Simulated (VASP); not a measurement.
# BAs (Pm-3m) in VASP: a series of runs

The runs below take BAs through relaxation of cell and atoms, with B3LYP, HSE06, PBE-based screened hybrid with 25 % exact exchange, PBEsol-based screened hybrid with 25 % exact exchange.

Everything below comes from runs of VASP 6.6.1. Logs are shortened: lines on timing, memory, paths and dates and some standing lists are left out, and cuts for length are marked.

### 1 The cell of the first run

Symmetry: Pm-3m, No. 221, cubic system. The conventional cell has a = 2.934 Å, b = 2.934 Å, c = 2.934 Å, α = 90.00°, β = 90.00°, γ = 90.00°. B (site symmetry m-3m) has 8 As at 2.54 Å and 6 B at 2.93 Å within 3.4 Å. Within 3.4 Å of As (site symmetry m-3m) lie 8 B at 2.54 Å and 6 As at 2.93 Å.

### 2 Relaxation of cell and atoms, B3LYP

The input, POSCAR:

```
BAs
1.0
    2.9343700000      0.0000000000      0.0000000000
    0.0000000000      2.9343700000      0.0000000000
    0.0000000000      0.0000000000      2.9343700000
B As
1 1
Direct
    0.5000000000      0.5000000000      0.5000000000
    0.0000000000      0.0000000000      0.0000000000
```

The input, INCAR.step1:

```
PREC     = Accurate       # precision mode
ENCUT    = 600            # plane-wave cutoff, eV
EDIFF    = 1E-5           # SCF threshold, eV
ISMEAR   = -1             # smearing method
SIGMA    = 0.05           # smearing width, eV
LREAL    = False          # projectors in reciprocal space
LASPH    = True           # aspherical terms in the spheres
NELM     = 80             # most SCF steps
ALGO     = Normal         # electronic algorithm
LWAVE    = True           # write WAVECAR
LCHARG   = False          # write CHGCAR
GGA      = PE             # functional
NBANDS   = 11             # bands
```

The input, INCAR.step2:

```
PREC     = Accurate       # precision mode
ENCUT    = 600            # plane-wave cutoff, eV
EDIFF    = 1E-6           # SCF threshold, eV
ISMEAR   = -1             # smearing method
SIGMA    = 0.05           # smearing width, eV
LREAL    = False          # projectors in reciprocal space
LASPH    = True           # aspherical terms in the spheres
NELM     = 80             # most SCF steps
ALGO     = Normal         # electronic algorithm
ISIF     = 3              # what is computed and relaxed
LWAVE    = False          # write WAVECAR
LCHARG   = False          # write CHGCAR
GGA      = B3             # functional
LHFCALC  = True           # exact exchange
AEXX     = 0.2            # exact-exchange fraction
AGGAX    = 0.72         
AGGAC    = 0.81         
ALDAC    = 0.19         
PRECFOCK = Normal       
IBRION   = 2              # ionic algorithm
NSW      = 60             # ionic steps
EDIFFG   = -0.01          # ionic threshold
ISTART   = 1
```

The input, KPOINTS:

```
Automatic mesh
0
Gamma
  5 5 5
```

Potentials or basis: VASP PAW PBE potentials, release 64 (B, As).

The run is started by

```
$ cat potpaw_PBE.64/B/POTCAR potpaw_PBE.64/As/POTCAR > POTCAR
$ cp INCAR.step1 INCAR
$ mpirun -np 1 vasp_std > vasp.out
$ cp INCAR.step2 INCAR
$ mpirun -np 1 vasp_std > vasp.out
```

OUTCAR:

```text
PREC = Accurate
   ENCUT = 600
   EDIFF = 1E-6
   ISMEAR = -1
   LREAL = False
   LASPH = True
   NELM = 80
   ISIF = 3
   GGA = B3
   LHFCALC = True
   AEXX = 0.2
   PRECFOCK = Normal
   IBRION = 2
   NSW = 60
   EDIFFG = -0.01
   ISTART = 1

 ion  position               nearest neighbor table
   1  0.500  0.500  0.500-   2 2.54   2 2.54   2 2.54   2 2.54   2 2.54   2 2.54   2 2.54   2 2.54

   2  0.000  0.000  0.000-   1 2.54   1 2.54   1 2.54   1 2.54   1 2.54   1 2.54   1 2.54   1 2.54

  LATTYP: Found a simple cubic cell.
 ALAT       =     2.9343700000

  Lattice vectors:

 A1 = (   2.9343700000,   0.0000000000,   0.0000000000)
 A2 = (   0.0000000000,   2.9343700000,   0.0000000000)
 A3 = (   0.0000000000,   0.0000000000,   2.9343700000)

Analysis of symmetry for initial positions (statically):
=====================================================================
 Subroutine PRICEL returns:
 Original cell was already a primitive cell.

 Routine SETGRP: Setting up the symmetry group for a
 simple cubic supercell.

 Subroutine GETGRP returns: Found 48 space group operations
 (whereof 48 operations were pure point group operations)
 out of a pool of 48 trial point group operations.

The static configuration has the point symmetry O_h .

Analysis of symmetry for dynamics (positions and initial velocities):
=====================================================================
 Subroutine PRICEL returns:
 Original cell was already a primitive cell.

 Routine SETGRP: Setting up the symmetry group for a
 simple cubic supercell.

 Subroutine GETGRP returns: Found 48 space group operations
 (whereof 48 operations were pure point group operations)
 out of a pool of 48 trial point group operations.

The dynamic configuration has the point symmetry O_h .

 Subroutine INISYM returns: Found 48 space group operations
 (whereof 48 operations are pure point group operations),
 and found     1 'primitive' translations

----------------------------------------------------------------------------------------

                                     Primitive cell

  volume of cell :      25.2665

[... 67 lines left out ...]
   ISPIN  =      1    spin polarized calculation?
   LNONCOLLINEAR =      F non collinear calculations
   LSORBIT =      F    spin-orbit coupling
   LASPH  =      T    aspherical Exc in radial PAW
   ENCUT  =  600.0 eV  44.10 Ry    6.64 a.u.   5.86  5.86  5.86*2*pi/ulx,y,z
   NELM   =     80;   NELMIN=  2; NELMDL=  0     # of ELM steps
   EDIFF  = 0.1E-05   stopping-criterion for ELM
   LREAL  =      F    real-space projection
   EDIFFG = -.1E-01   stopping-criterion for IOM
   NSW    =     60    number of steps for IOM
   IBRION =      2    ionic relax: 0-MD 1-quasi-New 2-CG
   NFREE  =      1    steps in history (QN), initial steepest desc. (CG)
   ISIF   =      3    stress and relaxation
   ISYM   =      3    0-nonsym 1-usesym 2-fastsym
   POTIM  = 0.5000    time-step for ionic-motion
   TEBEG  =    0.0;   TEEND  =   0.0 temperature during run
   PSTRESS=    0.0 pullay stress
   NELECT =       8.0000    total number of electrons
   NUPDOWN=      -1.0000    fix difference up-down
   EMIN   =  10.00;   EMAX   =-10.00  energy-range for DOS
   EFERMI =   0.00;   METHOD = LEGACY
   ISMEAR =    -1;   SIGMA  =   0.05  broadening in eV -4-tet -1-fermi 0-gaus
   EFERMI_NEDOS =   21; number of points for ismear=-14 and -15
   IALGO  =     38    algorithm
   IMIX   =      1    mixing-type and parameters
     AMIX     =   0.40;   BMIX     =  1.00
     AMIX_MAG =   1.60;   BMIX_MAG =  1.00
  volume/ion in A,a.u.               =      12.63        85.25
  Fermi-wavevector in a.u.,A,eV,Ry     =   1.115809  2.108574 16.939665  1.245030
  Thomas-Fermi vector in A             =   2.252417
   LORBIT       =      0    0 simple, 1 ext, 2 COOP (PROOUT), +10 PAW based schemes
   GGA     = B3    functional components
   LHFCALC =     T    Hartree Fock is set to
   PRECFOCK=normal    Normal, Fast or Accurate (Low or Medium for compatibility)
   ENCUT4O =  -1.0   cutoff for four orbital integrals eV
   NKREDX  =     1    reduce k-point grid by
   NKREDY  =     1    reduce k-point grid by
   NKREDZ  =     1    reduce k-point grid by
   AEXX    =    0.2000 exact exchange contribution
   HFSCREEN=    0.0000 screening length (either q_TF or 0.3 A-1)
   HFSCREENC=   0.0000 screening length for correlation (either q_TF or 0.3 A-1)
   ENCUTFOCK=  -1.0 apply spherical cutoff to Coloumb kernel
   IVDW    =     0    specifies the selected vdW correction
   LEPSILON=     F    determine dielectric tensor
   LRPA    =     F    only Hartree local field effects (RPA)
 conjugate gradient relaxation of ions
 non-spin polarized calculation
  energy-cutoff  :      600.00
  volume of cell :       25.27
 maximum number of plane-waves:       861
 NGX is ok and might be reduce to    24
  NGX = 18; NGY = 18; NGZ = 18

--------------------------------------- Ionic step        1  -------------------------------------------

 number of electron       8.0000000 magnetization

 Free energy of the ion-electron system (eV)
  ---------------------------------------------------
  ext. energy  EPLUGINS =         0.00000000
  ---------------------------------------------------
  free energy    TOTEN  =        -8.46321931 eV

  energy without entropy =       -8.45988568  energy(sigma->0) =       -8.46155249

------------------------ aborting loop because EDIFF is reached ----------------------------------------

  FORCE on cell =-STRESS in cart. coord.  units (eV):
  Direction    XX          YY          ZZ          XY          YZ          ZX
  --------------------------------------------------------------------------------------
  -------------------------------------------------------------------------------------
  Total        0.3550657      0.3550657      0.3550657      0.0000000      0.0000000     -0.0000000
  in kB       22.5151421     22.5151421     22.5151421      0.0000000      0.0000000     -0.0000000
  external PRESSURE =      22.5151421 kB  Pullay stress =       0.0000000 kB
[... 59 lines left out ...]
--------------------------------------- Ionic step        3  -------------------------------------------

 number of electron       7.9999999 magnetization

 Free energy of the ion-electron system (eV)
  ---------------------------------------------------
  ext. energy  EPLUGINS =         0.00000000
  ---------------------------------------------------
  free energy    TOTEN  =        -8.46650553 eV

  energy without entropy =       -8.46316454  energy(sigma->0) =       -8.46483503

 E-fermi :   7.1143     XC(G=0):  -8.9639

 val. band max:        6.9573952846   @ k =   0.4000   0.4000   0.2000
 cond. band min:       7.7915259089   @ k =   0.2000   0.2000   0.0000
 fundamental gap:      0.8341306243
 Fermi energy:         7.1143102778

 k-point     1 :       0.0000    0.0000    0.0000
  band No.  band energies     occupation
      1     -10.2230      2.00000
      2       5.8401      2.00000
      3       5.8401      2.00000
      4       5.8401      2.00000
      5       6.3049      2.00000
      6      13.8618      0.00000
      7      13.8618      0.00000
      8      17.2301      0.00000
[... 126 lines left out ...]
  FREE ENERGIE OF THE ION-ELECTRON SYSTEM (eV)
  ---------------------------------------------------
  free  energy   TOTEN  =        -8.4665055306 eV

  energy  without entropy=       -8.4631645378  energy(sigma->0) =       -8.46483503

 reached required accuracy - stopping structural energy minimisation
```

OSZICAR.step1:

```text
N       E                     dE             d eps       ncg     rms          rms(c)
DAV:   1     0.118030335180E+02    0.11803E+02   -0.43322E+03   220   0.731E+02
DAV:   2    -0.780998257416E+01   -0.19613E+02   -0.18813E+02   328   0.109E+02
DAV:   3    -0.840646215082E+01   -0.59648E+00   -0.59126E+00   273   0.138E+01
DAV:   4    -0.840823026083E+01   -0.17681E-02   -0.17678E-02   258   0.702E-01
DAV:   5    -0.840823109786E+01   -0.83704E-06   -0.83739E-06   256   0.186E-02    0.300E+00
DAV:   6    -0.831759766542E+01    0.90633E-01   -0.39701E-01   235   0.205E+00    0.165E+00
DAV:   7    -0.831486186599E+01    0.27358E-02   -0.23140E-02   256   0.851E-01    0.837E-01
DAV:   8    -0.831379932810E+01    0.10625E-02   -0.16818E-03   232   0.301E-01    0.566E-02
DAV:   9    -0.831378817078E+01    0.11157E-04   -0.16080E-04   256   0.525E-02    0.222E-02
DAV:  10    -0.831378897379E+01   -0.80301E-06   -0.90846E-06   140   0.227E-02
   1 F= -.83137890E+01 E0= -.83115319E+01  d E =-.451409E-02
```

It took 8 min on 1 thread of Intel Xeon 8259CL, shared host; peak memory 0.15 GiB.

Results:

```
Free energy                           : -8.4665 eV
Relaxed volume                        : 12.88 Å³/atom
Relaxed cell                          : a = 2.953 Å, b = 2.953 Å, c = 2.953 Å, α = 90.00°, β = 90.00°, γ = 90.00°
Space group after relaxing (to 0.1 Å) : Pm-3m (No. 221)
Energy gained by relaxing             : 1.6 meV/atom
Ionic steps                           : 3
Pressure after relaxing               : 0.0 GPa
Band gap on the k mesh                : zero (bands 4 and 5 overlap by 4.53 eV)
```

Step by step:
```tsv
step	energy change (eV)	largest force (eV/Å)	pressure (GPa)	volume (Å³)
1	0.0000	0.0000	2.25	25.27
2	-0.0029	0.0000	-0.69	25.92
3	-0.0033	0.0000	-0.01	25.75
```

Final structure:
```
CELL_PARAMETERS angstrom
2.95299 0.00000 0.00000
0.00000 2.95299 0.00000
0.00000 0.00000 2.95299
ATOMIC_POSITIONS crystal
B 0.50000 0.50000 0.50000
As 0.00000 0.00000 0.00000
```

Levels at points of the mesh, in eV from the Fermi level:
```
           k point  band 1  band 2  band 3  band 4  band 5  band 6  band 7  band 8
(0.00, 0.00, 0.00)  -17.34   -1.27   -1.27   -1.27   -0.81    6.75    6.75   10.12
```

Caveat: the k points lie up to 0.43 Å⁻¹ apart in the final cell, too coarse for converged energies and pressures of a metal; the PAW data sets were made with another functional, which shifts forces and pressure a little.

### 3 Relaxation of cell and atoms, HSE06

POSCAR is that of step 2.

The input, INCAR.step1:

```
SYSTEM = BAs
ALGO = Normal ; EDIFF = 1E-5
ENCUT = 600 ; GGA = PE
ISMEAR = -1 ; LASPH = .True.
LCHARG = .False. ; LREAL = .False.
LWAVE = .True. ; NBANDS = 11
NELM = 60 ; PREC = Accurate
SIGMA = 0.05
```

The input, INCAR.step2:

```
SYSTEM = BAs
ALGO = Normal ; EDIFF = 1E-6
EDIFFG = -0.01 ; ENCUT = 600
GGA = PE ; HFSCREEN = 0.2079
IBRION = 2 ; ISIF = 3
ISMEAR = -1 ; ISTART = 1
LASPH = .True. ; LCHARG = .False.
LHFCALC = .True. ; LREAL = .False.
LWAVE = .False. ; NELM = 60
NSW = 60 ; PREC = Accurate
PRECFOCK = Normal ; SIGMA = 0.05
```

The input, KPOINTS:

```
k-points
0
Gamma
  5 5 5
  0 0 0
```

Potentials or basis: VASP PAW PBE potentials, release 64 (B, As).

The run is started by

```
$ cat potpaw_PBE.64/B/POTCAR potpaw_PBE.64/As/POTCAR > POTCAR
$ cp INCAR.step1 INCAR
$ mpirun -np 1 vasp_std > vasp.out
$ cp INCAR.step2 INCAR
$ mpirun -np 1 vasp_std > vasp.out
```

OUTCAR:

```text
SYSTEM = BAs
   EDIFF = 1E-6
   EDIFFG = -0.01
   ENCUT = 600
   GGA = PE
   HFSCREEN = 0.2079
   IBRION = 2
   ISIF = 3
   ISMEAR = -1
   ISTART = 1
   LASPH = .True.
   LHFCALC = .True.
   LREAL = .False.
   NELM = 60
   NSW = 60
   PREC = Accurate
   PRECFOCK = Normal

 ion  position               nearest neighbor table
   1  0.500  0.500  0.500-   2 2.54   2 2.54   2 2.54   2 2.54   2 2.54   2 2.54   2 2.54   2 2.54

   2  0.000  0.000  0.000-   1 2.54   1 2.54   1 2.54   1 2.54   1 2.54   1 2.54   1 2.54   1 2.54

  LATTYP: Found a simple cubic cell.
 ALAT       =     2.9343700000

  Lattice vectors:

 A1 = (   2.9343700000,   0.0000000000,   0.0000000000)
[... 178 lines left out ...]
  -------------------------------------------------------------------------------------
  Total       -1.0395513     -1.0395513     -1.0395513     -0.0000000     -0.0000000      0.0000000
  in kB      -65.9191964    -65.9191964    -65.9191964     -0.0000000     -0.0000000      0.0000000
  external PRESSURE =     -65.9191964 kB  Pullay stress =       0.0000000 kB
[... 95 lines left out ...]
--------------------------------------- Ionic step        4  -------------------------------------------

 number of electron       8.0000001 magnetization

 Free energy of the ion-electron system (eV)
  ---------------------------------------------------
  ext. energy  EPLUGINS =         0.00000000
  ---------------------------------------------------
  free energy    TOTEN  =        -9.68461995 eV

  energy without entropy =       -9.68237095  energy(sigma->0) =       -9.68349545

 E-fermi :   8.0925     XC(G=0):  -9.6077

 val. band max:        7.8689949916   @ k =   0.4000   0.4000   0.2000
 cond. band min:       8.2845452444   @ k =   0.2000   0.2000   0.0000
 fundamental gap:      0.4155502528
 Fermi energy:         8.0924793699

 k-point     1 :       0.0000    0.0000    0.0000
  band No.  band energies     occupation
      1     -10.4846      2.00000
      2       6.6924      2.00000
      3       6.6924      2.00000
      4       6.6924      2.00000
      5       8.2886      0.03882
      6      13.8276      0.00000
      7      13.8276      0.00000
      8      18.9901      0.00000
[... 126 lines left out ...]
  FREE ENERGIE OF THE ION-ELECTRON SYSTEM (eV)
  ---------------------------------------------------
  free  energy   TOTEN  =        -9.6846199486 eV

  energy  without entropy=       -9.6823709532  energy(sigma->0) =       -9.68349545

 reached required accuracy - stopping structural energy minimisation
```

OSZICAR.step1:

```text
N       E                     dE             d eps       ncg     rms          rms(c)
DAV:   1     0.118030335180E+02    0.11803E+02   -0.43322E+03   220   0.731E+02
DAV:   2    -0.780998257416E+01   -0.19613E+02   -0.18813E+02   328   0.109E+02
DAV:   3    -0.840646215082E+01   -0.59648E+00   -0.59126E+00   273   0.138E+01
DAV:   4    -0.840823026083E+01   -0.17681E-02   -0.17678E-02   258   0.702E-01
DAV:   5    -0.840823109786E+01   -0.83704E-06   -0.83739E-06   256   0.186E-02    0.300E+00
DAV:   6    -0.831759766542E+01    0.90633E-01   -0.39701E-01   235   0.205E+00    0.165E+00
DAV:   7    -0.831486186599E+01    0.27358E-02   -0.23140E-02   256   0.851E-01    0.837E-01
DAV:   8    -0.831379932810E+01    0.10625E-02   -0.16818E-03   232   0.301E-01    0.566E-02
DAV:   9    -0.831378817078E+01    0.11157E-04   -0.16080E-04   256   0.525E-02    0.222E-02
DAV:  10    -0.831378897379E+01   -0.80301E-06   -0.90846E-06   140   0.227E-02
   1 F= -.83137890E+01 E0= -.83115319E+01  d E =-.451409E-02
```

It took 18 min on 1 thread of Intel Xeon 8259CL, shared host; peak memory 0.25 GiB.

Results:

```yaml
Free_energy: -9.6846 eV
Relaxed_volume: 11.90 Å³/atom
Relaxed_cell: a = 2.876 Å, b = 2.876 Å, c = 2.876 Å, α = 90.00°, β = 90.00°, γ = 90.00°
Space_group_after_relaxing_to_0.1_Å: Pm-3m (No. 221)
Energy_gained_by_relaxing: 15.1 meV/atom
Ionic_steps: 4
Pressure_after_relaxing: -0.1 GPa
Band_gap_on_the_k_mesh: zero (bands 4 and 5 overlap by 4.05 eV)
```

The path:
| step | energy change (eV) | largest force (eV/Å) | pressure (GPa) | volume (Å³) |
| --- | --- | --- | --- | --- |
| 1 | 0.0000 | 0.0000 | -6.59 | 25.27 |
| 2 | -0.0275 | 0.0000 | 2.34 | 23.41 |
| 3 | -0.0302 | 0.0000 | -0.25 | 23.84 |
| 4 | -0.0302 | 0.0000 | -0.05 | 23.80 |

Final structure:
```
CELL_PARAMETERS angstrom
2.87638 0.00000 0.00000
0.00000 2.87638 0.00000
0.00000 0.00000 2.87638
ATOMIC_POSITIONS crystal
B 0.50000 0.50000 0.50000
As 0.00000 0.00000 0.00000
```

Levels at points of the mesh, in eV from the Fermi level:
```tsv
k point	band 1	band 2	band 3	band 4	band 5	band 6	band 7	band 8
(0.00, 0.00, 0.00)	-18.58	-1.40	-1.40	-1.40	0.20	5.74	5.74	10.90
```

Caveat: the k points lie up to 0.44 Å⁻¹ apart in the final cell, too coarse for converged energies and pressures of a metal; the PAW data sets were made with another functional, which shifts forces and pressure a little.

### 4 Relaxation of cell and atoms, PBE-based screened hybrid with 25 % exact exchange

POSCAR is that of step 3.

The input, INCAR.step1:

```
SYSTEM = BAs
ALGO = Normal
EDIFF = 1E-5
ENCUT = 600
GGA = PE
ISMEAR = -1
LASPH = .True.
LCHARG = .False.
LREAL = .False.
LWAVE = .True.
NBANDS = 11
NELM = 80
PREC = Accurate
SIGMA = 0.05
```

The input, INCAR.step2:

```
SYSTEM = BAs
AEXX = 0.25
ALGO = Normal
EDIFF = 1E-6
EDIFFG = -0.01
ENCUT = 600
GGA = PE
HFSCREEN = 0.3
IBRION = 2
ISIF = 3
ISMEAR = -1
ISTART = 1
LASPH = .True.
LCHARG = .False.
LHFCALC = .True.
LREAL = .False.
LWAVE = .False.
NELM = 80
NSW = 60
PREC = Accurate
PRECFOCK = Normal
SIGMA = 0.05
```

KPOINTS is that of step 3.

The run is started by

```
$ cat potpaw_PBE.64/B/POTCAR potpaw_PBE.64/As/POTCAR > POTCAR
$ cp INCAR.step1 INCAR
$ mpirun -np 1 vasp_std > vasp.out
$ cp INCAR.step2 INCAR
$ mpirun -np 1 vasp_std > vasp.out
```

Run time: 14 min. Hardware: 1 thread of Intel Xeon 8259CL, shared host; peak memory 0.25 GiB.

Results (log left out):

- Free energy: -9.3989 eV
- Relaxed volume: 11.96 Å³/atom
- Relaxed cell: a = 2.881 Å, b = 2.881 Å, c = 2.881 Å, α = 90.00°, β = 90.00°, γ = 90.00°
- Space group after relaxing (to 0.1 Å): Pm-3m (No. 221)
- Energy gained by relaxing: 12.6 meV/atom
- Ionic steps: 4
- Pressure after relaxing: -0.1 GPa
- Band gap on the k mesh: zero (bands 4 and 5 overlap by 3.93 eV)

Step by step:
| step | energy change (eV) | largest force (eV/Å) | pressure (GPa) | volume (Å³) |
| --- | --- | --- | --- | --- |
| 1 | 0.0000 | 0.0000 | -6.12 | 25.27 |
| 2 | -0.0230 | 0.0000 | 2.00 | 23.54 |
| 3 | -0.0252 | 0.0000 | -0.17 | 23.95 |
| 4 | -0.0252 | 0.0000 | -0.07 | 23.91 |

Final structure:
```xyz
2
Lattice="2.8811 0.0000 0.0000 0.0000 2.8811 0.0000 0.0000 0.0000 2.8811" Properties=species:S:1:pos:R:3 pbc="T T T"
B     1.4405    1.4405    1.4405
As    0.0000    0.0000    0.0000
```

Levels at points of the mesh, in eV from the Fermi level:
| k point | band 1 | band 2 | band 3 | band 4 | band 5 | band 6 | band 7 | band 8 |
| --- | --- | --- | --- | --- | --- | --- | --- | --- |
| (0.00, 0.00, 0.00) | -18.31 | -1.31 | -1.31 | -1.31 | 0.07 | 5.65 | 5.65 | 10.67 |

Caveat: the k points lie up to 0.44 Å⁻¹ apart in the final cell, too coarse for converged energies and pressures of a metal; the PAW data sets were made with another functional, which shifts forces and pressure a little.

(Part 1 of 2 ends here.)
